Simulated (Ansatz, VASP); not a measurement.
Pt: VASP beside Ansatz

Contents of INCAR:

```
PREC     = Accurate       # precision mode
ENCUT    = 520            # plane-wave cutoff, eV
EDIFF    = 1E-7           # SCF threshold, eV
ISMEAR   = -1             # smearing method
SIGMA    = 0.1            # smearing width, eV
LREAL    = F              # projectors in reciprocal space
LASPH    = T              # aspherical terms in the spheres
NELM     = 60             # most SCF steps
ALGO     = Normal         # electronic algorithm
ISIF     = 2              # what is computed and relaxed
LWAVE    = F              # write WAVECAR
LCHARG   = F              # write CHGCAR
NBANDS   = 17             # bands
```

KPOINTS

```
regular mesh
0
Gamma
  11 11 11
```

POSCAR

```
Pt
1.0
    0.0000000000      2.8617980635      2.8617980635
    2.8617980635      0.0000000000      2.8617980635
    2.8617980635      2.8617980635      0.0000000000
Pt
2
Direct
    0.1250000000      0.1250000000      0.1250000000
    0.8750000000      0.8750000000      0.8750000000
```

Input for Ansatz:

```yaml
crystal:
  lattice:
    - [0.0, 2.8617980635, 2.8617980635]
    - [2.8617980635, 0.0, 2.8617980635]
    - [2.8617980635, 2.8617980635, 0.0]
  atoms:
    - { symbol: Pt, position: [0.125, 0.125, 0.125] }
    - { symbol: Pt, position: [0.875, 0.875, 0.875] }
hamiltonian:
  xc: lda
  pseudopotentials:
    kind: paw
    azcp:
      Pt: "pseudopotentials/Pt.paw.azcp"
basis:
  ecutwfc: 420
  fft_grid_basis: typed
kpoints:
  mp_grid: { grid: [11, 11, 11], shift: [0, 0, 0] }
magnetization:
  spin_polarized: false
scf:
  occupations: { method: fermi_dirac, width: 0.1 }
  lower_state_search: "off"
output:
  stress: true
  write_density: true
  write_potential: true
  elf: true
  volumetric_format: npy
```

Alike in both runs: task single point; functional LDA; k mesh 11 × 11 × 11; occupations fermi-dirac, width 0.1 eV; no spin polarisation.

```csv
,VASP,Ansatz
version,VASP 6.6.1,Ansatz 0.2.0
potentials or method,"VASP PAW LDA potentials, release 64 (Pt), cutoff 520 eV","plane waves (420 eV) with PAW, scalar-relativistic"
valence electrons in the cell,20,36
```

Ansatz gave:

* pressure (GPa): -5.2

**Question.** Which values does VASP return?

**Answer.** Pressure (GPa): -5.1.

Ansatz warns that its potentials were made for another functional, while VASP's fit it. LDA's correlation is that of Perdew and Zunger in VASP and of Perdew and Wang (1992) in Ansatz. VASP's potentials hold 20 valence electrons a cell and Ansatz's 36, so a difference there can come from the potentials and not from the codes.

Spin-orbit coupling is off throughout.
